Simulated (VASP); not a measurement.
# PdPtSe4 (P2_1/c) in VASP: single point with PBE

Aim: the single point of PdPtSe4 with PBE.

All numbers are computed with VASP 6.6.1; they aren't measurements. Logs are shortened: lines on timing, memory, paths and dates and some standing lists are left out, and cuts for length are marked.

## Step 1: The cell of the first run

The structure is monoclinic, space group P2_1/c (No. 14). Conventional cell: a = 5.759 Å, b = 5.920 Å, c = 9.153 Å, α = 90.00°, β = 90.58°, γ = 90.00°. Within 3.2 Å of Pd (site symmetry -1) lie 4 Se at 2.46 to 2.47 Å. Pt (site symmetry -1) has 4 Se at 2.45 Å within 3.2 Å. Se (site symmetry 1) has 1 Se at 2.43 Å and 1 Pt at 2.45 Å and 1 Pd at 2.46 Å within 3.2 Å. Within 3.2 Å of Se (site symmetry 1) lie 1 Se at 2.43 Å and 1 Pt at 2.45 Å and 1 Pd at 2.47 Å.

## Step 2: Single point, PBE

The input, INCAR:

```
PREC     = Accurate       # precision mode
ENCUT    = 520            # plane-wave cutoff, eV
EDIFF    = 1E-7           # SCF threshold, eV
ISMEAR   = 0              # smearing method
SIGMA    = 0.02           # smearing width, eV
LREAL    = F              # projectors in reciprocal space
LASPH    = T              # aspherical terms in the spheres
NELM     = 60             # most SCF steps
ALGO     = Normal         # electronic algorithm
ISIF     = 2              # what is computed and relaxed
LWAVE    = F              # write WAVECAR
LCHARG   = T              # write CHGCAR
GGA      = PE             # functional
LELF     = T              # ELF
LVHAR    = T            
NBANDS   = 56             # bands
```

The input, KPOINTS:

```
Automatic mesh
0
Gamma
  6 6 4
```

The input, POSCAR:

```
PdPtSe4
1.0
    5.7590067000      0.0000000000      0.0000000000
    0.0000000000      5.9198771000      0.0000000000
   -0.0931470000      0.0000000000      9.1526591000
Pd Pt Se
2 2 8
Direct
    0.5000000000      0.0000000000      0.5000000000
    0.5000000000      0.5000000000      0.0000000000
    0.0000000000      0.5000000000      0.5000000000
    0.0000000000      0.0000000000      0.0000000000
    0.3878390000      0.8799620000      0.0808200000
    0.8881730000      0.6216220000      0.9184920000
    0.6121610000      0.3799620000      0.4191800000
    0.1118270000      0.1216220000      0.5815080000
    0.8881730000      0.8783780000      0.4184920000
    0.3878390000      0.6200380000      0.5808200000
    0.1118270000      0.3783780000      0.0815080000
    0.6121610000      0.1200380000      0.9191800000
```

Potentials or basis: VASP PAW PBE potentials, release 64 (Pd, Pt, Se).

Started as:

```sh
$ cat potpaw_PBE.64/Pd/POTCAR potpaw_PBE.64/Pt/POTCAR potpaw_PBE.64/Se/POTCAR > POTCAR
$ mpirun -np 1 vasp_std > vasp.out
```

OUTCAR:

```text
PREC = Accurate
   ENCUT = 520
   EDIFF = 1E-7
   ISMEAR = 0
   LREAL = F
   LASPH = T
   NELM = 60
   ISIF = 2
   GGA = PE

 ion  position               nearest neighbor table
   1  0.500  0.000  0.500-   7 2.46  10 2.46   9 2.47   8 2.47
   2  0.500  0.500  0.000-   5 2.46  12 2.46  11 2.47   6 2.47
   3  0.000  0.500  0.500-   8 2.45   9 2.45   7 2.45  10 2.45
   4  0.000  0.000  0.000-   6 2.45  11 2.45   5 2.45  12 2.45
   5  0.388  0.880  0.081-  12 2.43   4 2.45   2 2.46
   6  0.888  0.622  0.918-  11 2.43   4 2.45   2 2.47
   7  0.612  0.380  0.419-  10 2.43   3 2.45   1 2.46
   8  0.112  0.122  0.582-   9 2.43   3 2.45   1 2.47
   9  0.888  0.878  0.418-   8 2.43   3 2.45   1 2.47
  10  0.388  0.620  0.581-   7 2.43   3 2.45   1 2.46
  11  0.112  0.378  0.082-   6 2.43   4 2.45   2 2.47
  12  0.612  0.120  0.919-   5 2.43   4 2.45   2 2.46

  LATTYP: Found a simple monoclinic cell.
 ALAT       =     5.7590067000
 B/A-ratio  =     1.0279337060
 C/A-ratio  =     1.5893596839
 COS(beta)  =    -0.0101765154

  Lattice vectors:

 A1 = (   5.7590067000,   0.0000000000,   0.0000000000)
 A2 = (   0.0000000000,   5.9198771000,   0.0000000000)
 A3 = (  -0.0931470000,   0.0000000000,   9.1526591000)

Analysis of symmetry for initial positions (statically):
=====================================================================
 Subroutine PRICEL returns:
 Original cell was already a primitive cell.

 Routine SETGRP: Setting up the symmetry group for a
 simple monoclinic supercell.

 Subroutine GETGRP returns: Found  4 space group operations
 (whereof  2 operations were pure point group operations)
 out of a pool of  4 trial point group operations.

The static configuration has the point symmetry S_2 .
 The point group associated with its full space group is C_2h.

Analysis of symmetry for dynamics (positions and initial velocities):
=====================================================================
 Subroutine PRICEL returns:
 Original cell was already a primitive cell.

 Routine SETGRP: Setting up the symmetry group for a
 simple monoclinic supercell.

 Subroutine GETGRP returns: Found  4 space group operations
 (whereof  2 operations were pure point group operations)
 out of a pool of  4 trial point group operations.

The dynamic configuration has the point symmetry S_2 .
 The point group associated with its full space group is C_2h.

 Subroutine INISYM returns: Found  4 space group operations
 (whereof  2 operations are pure point group operations),
 and found     1 'primitive' translations

----------------------------------------------------------------------------------------

                                     Primitive cell

  volume of cell :     312.0381

  direct lattice vectors                    reciprocal lattice vectors
     5.759006700  0.000000000  0.000000000     0.173641055  0.000000000  0.001767152
     0.000000000  5.919877100  0.000000000     0.000000000  0.168922426  0.000000000
    -0.093147000  0.000000000  9.152659100     0.000000000  0.000000000  0.109257866

  length of vectors
     5.759006700  5.919877100  9.153133068     0.173650047  0.168922426  0.109257866

  position of ions in fractional coordinates (direct lattice)
     0.500000000  0.000000000  0.500000000
     0.500000000  0.500000000  0.000000000
     0.000000000  0.500000000  0.500000000
     0.000000000  0.000000000  0.000000000
     0.387839000  0.879962000  0.080820000
     0.888173000  0.621622000  0.918492000
     0.612161000  0.379962000  0.419180000
     0.111827000  0.121622000  0.581508000
     0.888173000  0.878378000  0.418492000
     0.387839000  0.620038000  0.580820000
     0.111827000  0.378378000  0.081508000
     0.612161000  0.120038000  0.919180000

  ion indices of the primitive-cell ions
   primitive index   ion index
                 1           1
                 2           2
                 3           3
                 4           4
                 5           5
                 6           6
                 7           7
                 8           8
                 9           9
                10          10
                11          11
                12          12

----------------------------------------------------------------------------------------

 KPOINTS: Automatic mesh

Automatic generation of k-mesh.
 Grid dimensions read from file:
 generate k-points for:    6    6    4

 Generating k-lattice:

  Cartesian coordinates                     Fractional coordinates (reciprocal lattice)
     0.028940176  0.000000000  0.000294525     0.166666667  0.000000000  0.000000000
     0.000000000  0.028153738  0.000000000     0.000000000  0.166666667  0.000000000
     0.000000000  0.000000000  0.027314466     0.000000000  0.000000000  0.250000000

  Length of vectors
     0.028941675  0.028153738  0.027314466

  Shift w.r.t. Gamma in fractional coordinates (k-lattice)
     0.000000000  0.000000000  0.000000000

 Subroutine IBZKPT returns following result:
 ===========================================

 Found     56 irreducible k-points:

 Following reciprocal coordinates:
            Coordinates               Weight
  0.000000  0.000000  0.000000      1.000000
  0.166667  0.000000 -0.000000      2.000000
  0.333333  0.000000 -0.000000      2.000000
  0.500000  0.000000  0.000000      1.000000
  0.000000  0.166667  0.000000      2.000000
  0.166667  0.166667 -0.000000      4.000000
[... 16 lines left out ...]
  0.000000  0.166667  0.250000      4.000000
  0.166667  0.166667  0.250000      4.000000
 [... further k-points ...]
   k-points           NKPTS =     56   k-points in BZ     NKDIM =     56   number of bands    NBANDS=     56
   number of dos      NEDOS =    301   number of ions     NIONS =     12
   total plane-waves  NPLWV = 161280
   dimension x,y,z NGX =    48 NGY =   48 NGZ =   70
   dimension x,y,z NGXF=    96 NGYF=   96 NGZF=  140
   ions per type =               2   2   8
   NGX,Y,Z   is equivalent  to a cutoff of  13.86, 13.48, 12.71 a.u.
   NGXF,Y,Z  is equivalent  to a cutoff of  27.71, 26.96, 25.43 a.u.
 SYSTEM =  unknown system
   PREC   = accura    normal or accurate (medium, high low for compatibility)
   ISTART =      0    job   : 0-new  1-cont  2-samecut
   ICHARG =      2    charge: 1-file 2-atom 10-const
   ISPIN  =      1    spin polarized calculation?
   LNONCOLLINEAR =      F non collinear calculations
   LSORBIT =      F    spin-orbit coupling
   LASPH  =      T    aspherical Exc in radial PAW
   ENCUT  =  520.0 eV  38.22 Ry    6.18 a.u.  10.71 11.01 17.02*2*pi/ulx,y,z
   NELM   =     60;   NELMIN=  2; NELMDL= -5     # of ELM steps
   EDIFF  = 0.1E-06   stopping-criterion for ELM
   LREAL  =      F    real-space projection
   EDIFFG = 0.1E-05   stopping-criterion for IOM
   NSW    =      0    number of steps for IOM
   IBRION =     -1    ionic relax: 0-MD 1-quasi-New 2-CG
   NFREE  =      0    steps in history (QN), initial steepest desc. (CG)
   ISIF   =      2    stress and relaxation
   ISYM   =      2    0-nonsym 1-usesym 2-fastsym
   POTIM  = 0.5000    time-step for ionic-motion
   TEBEG  =    0.0;   TEEND  =   0.0 temperature during run
   PSTRESS=    0.0 pullay stress
   NELECT =      88.0000    total number of electrons
   NUPDOWN=      -1.0000    fix difference up-down
   EMIN   =  10.00;   EMAX   =-10.00  energy-range for DOS
   EFERMI =   0.00;   METHOD = LEGACY
   ISMEAR =     0;   SIGMA  =   0.02  broadening in eV -4-tet -1-fermi 0-gaus
   EFERMI_NEDOS =   21; number of points for ismear=-14 and -15
   IALGO  =     38    algorithm
   IMIX   =      4    mixing-type and parameters
     AMIX     =   0.40;   BMIX     =  1.00
     AMIX_MAG =   1.60;   BMIX_MAG =  1.00
  volume/ion in A,a.u.               =      26.00       175.48
  Fermi-wavevector in a.u.,A,eV,Ry     =   1.073577  2.028766 15.681634  1.152568
  Thomas-Fermi vector in A             =   2.209380
   LORBIT       =      0    0 simple, 1 ext, 2 COOP (PROOUT), +10 PAW based schemes
   GGA     = PE    functional components
   LHFCALC =     F    Hartree Fock is set to
   AEXX    =    0.0000 exact exchange contribution
   IVDW    =     0    specifies the selected vdW correction
   LEPSILON=     F    determine dielectric tensor
   LRPA    =     F    only Hartree local field effects (RPA)
 non-spin polarized calculation
 Gauss-broadening in eV      SIGMA  =   0.02
  energy-cutoff  :      520.00
  volume of cell :      312.04
 maximum number of plane-waves:      8440
 NGX is ok and might be reduce to    48
   NGX = 21   NGY = 23   NGZ = 35

 number of electron      88.0000006 magnetization

 Free energy of the ion-electron system (eV)
  ---------------------------------------------------
  ext. energy  EPLUGINS =         0.00000000
  ---------------------------------------------------
  free energy    TOTEN  =       -54.17093053 eV

  energy without entropy =      -54.17093053  energy(sigma->0) =      -54.17093053

 E-fermi :   3.3154     XC(G=0):  -9.1235

 val. band max:        3.2067701028   @ k =   0.3333   0.0000  -0.0000
 cond. band min:       4.1655316693   @ k =   0.3333   0.5000  -0.0000
 fundamental gap:      0.9587615665
 Fermi energy:         3.3153744928

 k-point     1 :       0.0000    0.0000    0.0000
  band No.  band energies     occupation
      1     -11.7903      2.00000
      2     -11.6746      2.00000
      3     -10.8146      2.00000
      4     -10.7986      2.00000
      5      -8.8936      2.00000
      6      -8.7518      2.00000
[... 48 lines left out ...]
     55       8.0152      0.00000
     56       8.0384      0.00000

 k-point     2 :       0.1667    0.0000   -0.0000
  band No.  band energies     occupation
      1     -11.7144      2.00000
      2     -11.6036      2.00000
      3     -10.8397      2.00000
      4     -10.8359      2.00000
      5      -8.9229      2.00000
      6      -8.8004      2.00000
[... 48 lines left out ...]
     55       8.1415      0.00000
     56       8.3395      0.00000

 k-point     3 :       0.3333    0.0000   -0.0000
  band No.  band energies     occupation
      1     -11.5069      2.00000
      2     -11.4120      2.00000
      3     -10.9733      2.00000
      4     -10.9444      2.00000
      5      -8.9476      2.00000
      6      -8.8689      2.00000
[... 1172 lines left out ...]
 k-point    23 :       0.0000    0.1667    0.2500
  band No.  band energies     occupation
      1     -11.6981      2.00000
      2     -11.6185      2.00000
      3     -10.8450      2.00000
      4     -10.8267      2.00000
      5      -8.8871      2.00000
      6      -8.7936      2.00000
[... 48 lines left out ...]
     55       7.7824      0.00000
     56       8.3150      0.00000

 k-point    24 :       0.1667    0.1667    0.2500
  band No.  band energies     occupation
      1     -11.6242      2.00000
      2     -11.5499      2.00000
      3     -10.8590      2.00000
      4     -10.8504      2.00000
      5      -8.9314      2.00000
      6      -8.8542      2.00000
[... 48 lines left out ...]
     55       8.0205      0.00000
     56       8.3108      0.00000

 [... further k-points ...]
[... 5 lines left out ...]
  --------------------------------------------------------------------------------------
  -------------------------------------------------------------------------------------
  Total        0.0637463      0.0493918      0.0761005      0.0000000      0.0000000     -0.0007474
  in kB        0.3273091      0.2536051      0.3907426      0.0000000      0.0000000     -0.0038376
  external PRESSURE =       0.3238856 kB  Pullay stress =       0.0000000 kB

 VOLUME and BASIS-vectors are now :
 -----------------------------------------------------------------------------
  energy-cutoff  :      520.00
  volume of cell :      312.04
      direct lattice vectors                 reciprocal lattice vectors
     5.759006700  0.000000000  0.000000000     0.173641055  0.000000000  0.001767152
     0.000000000  5.919877100  0.000000000     0.000000000  0.168922426  0.000000000
    -0.093147000  0.000000000  9.152659100     0.000000000  0.000000000  0.109257866

 POSITION                                       TOTAL-FORCE (eV/Angst)
 -----------------------------------------------------------------------------------
      2.83293      0.00000      4.57633         0.000000      0.000000      0.000000
      2.87950      2.95994      0.00000         0.000000      0.000000      0.000000
     -0.04657      2.95994      4.57633         0.000000      0.000000      0.000000
      0.00000      0.00000      0.00000         0.000000      0.000000      0.000000
      2.22604      5.20927      0.73972        -0.007135     -0.007500      0.015912
      5.02944      3.67993      8.40664        -0.006387      0.004722     -0.016429
      3.48639      2.24933      3.83661         0.007135     -0.007500     -0.015912
      0.58985      0.71999      5.32234         0.006387      0.004722      0.016429
      5.07601      5.19989      3.83031        -0.006387     -0.004722     -0.016429
      2.17947      3.67055      5.31605        -0.007135      0.007500      0.015912
      0.63642      2.23995      0.74601         0.006387     -0.004722      0.016429
      3.43982      0.71061      8.41294         0.007135      0.007500     -0.015912
 -----------------------------------------------------------------------------------
    total drift:                                0.000000      0.000000     -0.000000

  FREE ENERGIE OF THE ION-ELECTRON SYSTEM (eV)
  ---------------------------------------------------
  free  energy   TOTEN  =       -54.1709305327 eV

  energy  without entropy=      -54.1709305327  energy(sigma->0) =      -54.17093053
```

It took 34 min on 1 thread of Oxide Virtual Turin-like, shared host; peak memory 0.93 GiB.

What came out:

```yaml
Free_energy: -54.1709 eV
Pressure: 0.0 GPa
Largest_force: 0.019 eV/Å
Band_gap_on_the_k_mesh: 0.96 eV (least direct gap 1.16 eV)
```

Forces in eV/Å, atoms in the order of the input:
```
Pd   0.000  0.000  0.000
Pd   0.000  0.000  0.000
Pt   0.000  0.000  0.000
Pt   0.000  0.000  0.000
Se  -0.007 -0.007  0.016
Se  -0.006  0.005 -0.016
Se   0.007 -0.007 -0.016
Se   0.006  0.005  0.016
Se  -0.006 -0.005 -0.016
Se  -0.007  0.007  0.016
Se   0.006 -0.005  0.016
Se   0.007  0.007 -0.016
```

Caveat: spin-orbit coupling is left out, which moves the levels of the heavy elements. A k mesh can miss the band edges.
